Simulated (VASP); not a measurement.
# SnO2 (Pnnm) in VASP: further runs

The runs below take SnO2 through single point, with PBE.

All numbers are computed with VASP 6.6.1; they aren't measurements. Logs are shortened: lines on timing, memory, paths and dates and some standing lists are left out, and cuts for length are marked.

## (1) The cell of the first run

The structure is orthorhombic, space group Pnnm (No. 58). Conventional cell: a = 4.828 Å, b = 4.828 Å, c = 3.238 Å, α = 90.00°, β = 90.00°, γ = 90.00°. Sn (site symmetry 2/m) has 6 O at 2.10 to 2.11 Å within 2.8 Å. Within 2.8 Å of O (site symmetry m) lie 3 Sn at 2.10 to 2.11 Å and 1 O at 2.69 Å.

## (2) Single point, PBE (mode 4 frozen in at -0.252 Å and mode 7 at +0.000 Å (largest displacements))

INCAR reads:

```
PREC = Accurate ; ENCUT = 520
EDIFF = 1E-7 ; ISMEAR = 0
SIGMA = 0.05 ; LREAL = F
LASPH = T ; NELM = 60
ALGO = Normal ; ISIF = 2
LWAVE = F ; LCHARG = F
GGA = PE ; NBANDS = 35
```

KPOINTS reads:

```
Automatic mesh
0
Gamma
  6 6 8
```

POSCAR reads:

```
SnO2
1.0
    4.8277932898      0.0000000000      0.0000000000
    0.0000000000      4.8278069739      0.0000000000
    0.0000000000      0.0000000000      3.2379014683
Sn O
2 4
Direct
    0.5000000000      0.5000000000      0.5000000000
    0.0000000000      0.0000000000      0.0000000000
    0.2696607915      0.3435373615      0.0000000000
    0.7696607915      0.1564626385      0.5000000000
    0.2303392085      0.8435373615      0.5000000000
    0.7303392085      0.6564626385      0.0000000000
```

Potentials or basis: VASP PAW PBE potentials, release 64 (Sn_d, O).

On the command line:

```
$ cat potpaw_PBE.64/Sn_d/POTCAR potpaw_PBE.64/O/POTCAR > POTCAR
$ mpirun -np 1 vasp_std > vasp.out
```

OUTCAR:

```text
PREC = Accurate
   ENCUT = 520
   EDIFF = 1E-7
   ISMEAR = 0
   LREAL = F
   LASPH = T
   NELM = 60
   ISIF = 2
   GGA = PE

 ion  position               nearest neighbor table
   1  0.500  0.500  0.500-   3 2.10   6 2.10   3 2.10   6 2.10   5 2.11   4 2.11
   2  0.000  0.000  0.000-   4 2.10   5 2.10   4 2.10   5 2.10   3 2.11   6 2.11
   3  0.270  0.344  0.000-   1 2.10   1 2.10   2 2.11
   4  0.770  0.156  0.500-   2 2.10   2 2.10   1 2.11
   5  0.230  0.844  0.500-   2 2.10   2 2.10   1 2.11
   6  0.730  0.656  0.000-   1 2.10   1 2.10   2 2.11

  LATTYP: Found a simple tetragonal cell.
 ALAT       =     4.8277932898
 C/A-ratio  =     0.6706793920

  Lattice vectors:

 A1 = (   4.8277932898,   0.0000000000,   0.0000000000)
 A2 = (   0.0000000000,   4.8278069739,   0.0000000000)
 A3 = (   0.0000000000,   0.0000000000,   3.2379014683)

Analysis of symmetry for initial positions (statically):
=====================================================================
 Subroutine PRICEL returns:
 Original cell was already a primitive cell.

 Routine SETGRP: Setting up the symmetry group for a
 simple tetragonal supercell.

 Subroutine GETGRP returns: Found  8 space group operations
 (whereof  4 operations were pure point group operations)
 out of a pool of 16 trial point group operations.

The static configuration has the point symmetry C_2h.
 The point group associated with its full space group is D_2h.

Analysis of symmetry for dynamics (positions and initial velocities):
=====================================================================
 Subroutine PRICEL returns:
 Original cell was already a primitive cell.

 Routine SETGRP: Setting up the symmetry group for a
 simple tetragonal supercell.

 Subroutine GETGRP returns: Found  8 space group operations
 (whereof  4 operations were pure point group operations)
 out of a pool of 16 trial point group operations.

The dynamic configuration has the point symmetry C_2h.
 The point group associated with its full space group is D_2h.

 Subroutine INISYM returns: Found  8 space group operations
 (whereof  4 operations are pure point group operations),
 and found     1 'primitive' translations

----------------------------------------------------------------------------------------

                                     Primitive cell
[... 93 lines left out ...]
   ISPIN  =      1    spin polarized calculation?
   LNONCOLLINEAR =      F non collinear calculations
   LSORBIT =      F    spin-orbit coupling
   LASPH  =      T    aspherical Exc in radial PAW
   ENCUT  =  520.0 eV  38.22 Ry    6.18 a.u.   8.98  8.98  6.02*2*pi/ulx,y,z
   NELM   =     60;   NELMIN=  2; NELMDL= -5     # of ELM steps
   EDIFF  = 0.1E-06   stopping-criterion for ELM
   LREAL  =      F    real-space projection
   EDIFFG = 0.1E-05   stopping-criterion for IOM
   NSW    =      0    number of steps for IOM
   IBRION =     -1    ionic relax: 0-MD 1-quasi-New 2-CG
   NFREE  =      0    steps in history (QN), initial steepest desc. (CG)
   ISIF   =      2    stress and relaxation
   ISYM   =      2    0-nonsym 1-usesym 2-fastsym
   POTIM  = 0.5000    time-step for ionic-motion
   TEBEG  =    0.0;   TEEND  =   0.0 temperature during run
   PSTRESS=    0.0 pullay stress
   NELECT =      52.0000    total number of electrons
   NUPDOWN=      -1.0000    fix difference up-down
   EMIN   =  10.00;   EMAX   =-10.00  energy-range for DOS
   EFERMI =   0.00;   METHOD = LEGACY
   ISMEAR =     0;   SIGMA  =   0.05  broadening in eV -4-tet -1-fermi 0-gaus
   EFERMI_NEDOS =   21; number of points for ismear=-14 and -15
   IALGO  =     38    algorithm
   IMIX   =      4    mixing-type and parameters
     AMIX     =   0.40;   BMIX     =  1.00
     AMIX_MAG =   1.60;   BMIX_MAG =  1.00
  volume/ion in A,a.u.               =      12.58        84.88
  Fermi-wavevector in a.u.,A,eV,Ry     =   1.445956  2.732461 28.446926  2.090790
  Thomas-Fermi vector in A             =   2.564080
   LORBIT       =      0    0 simple, 1 ext, 2 COOP (PROOUT), +10 PAW based schemes
   GGA     = PE    functional components
   LHFCALC =     F    Hartree Fock is set to
   AEXX    =    0.0000 exact exchange contribution
   IVDW    =     0    specifies the selected vdW correction
   LEPSILON=     F    determine dielectric tensor
   LRPA    =     F    only Hartree local field effects (RPA)
 non-spin polarized calculation
 Gauss-broadening in eV      SIGMA  =   0.05
  energy-cutoff  :      520.00
  volume of cell :       75.47
 maximum number of plane-waves:      2068
   NGX = 17   NGY = 17   NGZ = 13

 number of electron      52.0000027 magnetization

 Free energy of the ion-electron system (eV)
  ---------------------------------------------------
  ext. energy  EPLUGINS =         0.00000000
  ---------------------------------------------------
  free energy    TOTEN  =       -37.19456000 eV

  energy without entropy =      -37.19456000  energy(sigma->0) =      -37.19456000

 E-fermi :   5.5662     XC(G=0): -11.0045

 val. band max:        5.2847366374   @ k =   0.3333   0.0000   0.0000
 cond. band min:       6.3150583253   @ k =   0.0000   0.0000   0.0000
 fundamental gap:      1.0303216879
 Fermi energy:         5.5662261077

 k-point     1 :       0.0000    0.0000    0.0000
  band No.  band energies     occupation
      1     -15.4555      2.00000
      2     -14.8324      2.00000
      3     -14.6642      2.00000
      4     -14.6307      2.00000
      5     -14.6227      2.00000
      6     -14.5645      2.00000
[... 901 lines left out ...]
     34      17.1462      0.00000
     35      17.8037      0.00000

 [... further k-points ...]
[... 5 lines left out ...]
  --------------------------------------------------------------------------------------
  -------------------------------------------------------------------------------------
  Total       -1.4128615     -0.2494156     -0.7999516      0.0000000      0.0000000      0.0000000
  in kB      -29.9949378     -5.2950745    -16.9829087      0.0000000      0.0000000      0.0000000
  external PRESSURE =     -17.4243070 kB  Pullay stress =       0.0000000 kB

 VOLUME and BASIS-vectors are now :
 -----------------------------------------------------------------------------
  energy-cutoff  :      520.00
  volume of cell :       75.47
      direct lattice vectors                 reciprocal lattice vectors
     4.827793290  0.000000000  0.000000000     0.207133972  0.000000000  0.000000000
     0.000000000  4.827806974  0.000000000     0.000000000  0.207133385  0.000000000
     0.000000000  0.000000000  3.237901468     0.000000000  0.000000000  0.308842011

 POSITION                                       TOTAL-FORCE (eV/Angst)
 -----------------------------------------------------------------------------------
      2.41390      2.41390      1.61895        -0.000000      0.000000      0.000000
      0.00000      0.00000      0.00000        -0.000000      0.000000      0.000000
      1.30187      1.65853      0.00000         0.299229     -0.111744      0.000000
      3.71576      0.75537      1.61895         0.299229      0.111744      0.000000
      1.11203      4.07244      1.61895        -0.299229     -0.111744     -0.000000
      3.52593      3.16927      0.00000        -0.299229      0.111744      0.000000
 -----------------------------------------------------------------------------------
    total drift:                                0.000000      0.000000      0.000000

  FREE ENERGIE OF THE ION-ELECTRON SYSTEM (eV)
  ---------------------------------------------------
  free  energy   TOTEN  =       -37.1945599997 eV

  energy  without entropy=      -37.1945599997  energy(sigma->0) =      -37.19456000
```

stdout:

```text
POSCAR found type information on POSCAR SnO
 POSCAR found :  2 types and       6 ions
 scaLAPACK will be used
 LDA part: xc-table for (Slater+PW92), standard interpolation
 POSCAR, INCAR and KPOINTS ok, starting setup
 FFT: planning ... GRIDC
 FFT: planning ... GRID_SOFT
 FFT: planning ... GRID
 WAVECAR not read
 entering main loop
```

Wall time 78 s (1 thread of Intel Xeon 6975P-C (Granite Rapids), shared host); peak memory 0.29 GiB.

Results:

```yaml
Free_energy: -37.1946 eV
Pressure: -1.7 GPa
Largest_force: 0.319 eV/Å
Band_gap_on_the_k_mesh: 1.03 eV, indirect (least direct gap 1.17 eV)
```

Forces in eV/Å, atoms in the order of the input:
```
Sn   0.000  0.000  0.000
Sn   0.000  0.000  0.000
O    0.299 -0.112  0.000
O    0.299  0.112  0.000
O   -0.299 -0.112  0.000
O   -0.299  0.112  0.000
```

Caveat: the cell differs from its parent crystal (mode 4 frozen in at -0.252 Å and mode 7 at +0.000 Å (largest displacements)); spin-orbit coupling is left out, which moves the levels of the heavy elements.

## (3) Single point, PBE (mode 4 frozen in at +0.252 Å and mode 7 at +0.000 Å (largest displacements))

INCAR reads:

```
SYSTEM = SnO2
PREC = Accurate ; ENCUT = 520
EDIFF = 1E-6 ; ISMEAR = 0
SIGMA = 0.05 ; LREAL = .False.
LASPH = .True. ; NELM = 100
ALGO = Normal ; ISIF = 2
LWAVE = .False. ; LCHARG = .False.
GGA = PE ; NBANDS = 35
```

KPOINTS reads:

```
regular mesh
0
Gamma
  6 6 8
  0 0 0
```

POSCAR reads:

```
SnO2
1.0
    4.8277932898      0.0000000000      0.0000000000
    0.0000000000      4.8278069739      0.0000000000
    0.0000000000      0.0000000000      3.2379014683
Sn O
2 4
Direct
    0.5000000000      0.5000000000      0.5000000000
    0.0000000000      0.0000000000      0.0000000000
    0.3434840913      0.2697233079      0.0000000000
    0.8434840913      0.2302766921      0.5000000000
    0.1565159087      0.7697233079      0.5000000000
    0.6565159087      0.7302766921      0.0000000000
```

Potentials or basis: VASP PAW PBE potentials, release 64 (Sn_d, O).

On the command line:

```
$ cat potpaw_PBE.64/Sn_d/POTCAR potpaw_PBE.64/O/POTCAR > POTCAR
$ mpirun -np 1 vasp_std > vasp.out
```

Wall time 84 s (1 thread of Intel Xeon 6975P-C (Granite Rapids), shared host); peak memory 0.28 GiB.

The run converged. Its results:

* Free energy: -37.1950 eV
* Pressure: -1.7 GPa
* Largest force: 0.318 eV/Å
* Band gap on the k mesh: 1.03 eV, indirect (least direct gap 1.17 eV)

Forces in eV/Å, atoms in the order of the input:
```
Sn   0.000  0.000  0.000
Sn   0.000  0.000  0.000
O   -0.112  0.298  0.000
O   -0.112 -0.298  0.000
O    0.112  0.298  0.000
O    0.112 -0.298  0.000
```

Stress tensor (GPa, compression positive):
```
-0.52  0.00  0.00
 0.00 -2.99  0.00
 0.00  0.00 -1.69
```

Levels at points of the mesh, in eV from the valence-band top:
```tsv
k point	band 24	band 25	band 26	band 27	band 28	band 29
(0.00, 0.00, 0.00)	-0.45	-0.27	-0.14	1.03	5.74	6.28
(0.50, 0.00, 0.00)	-0.91	-0.46	-0.46	4.15	4.15	7.54
(0.00, 0.50, 0.00)	-0.91	-0.08	-0.08	3.73	3.73	6.52
(0.50, 0.50, 0.00)	-1.06	-0.47	-0.47	4.44	4.44	7.22
(0.00, 0.00, 0.50)	-1.30	-0.68	-0.68	5.57	5.57	9.36
(0.50, 0.00, 0.50)	-0.96	-0.34	-0.34	5.68	5.68	7.40
(0.00, 0.50, 0.50)	-0.72	-0.57	-0.57	5.91	5.91	7.93
(0.50, 0.50, 0.50)	-0.71	-0.38	-0.38	4.46	4.46	8.84
```

Caveat: the cell differs from its parent crystal (mode 4 frozen in at +0.252 Å and mode 7 at +0.000 Å (largest displacements)); spin-orbit coupling is left out, which moves the levels of the heavy elements. A k mesh can miss the band edges.
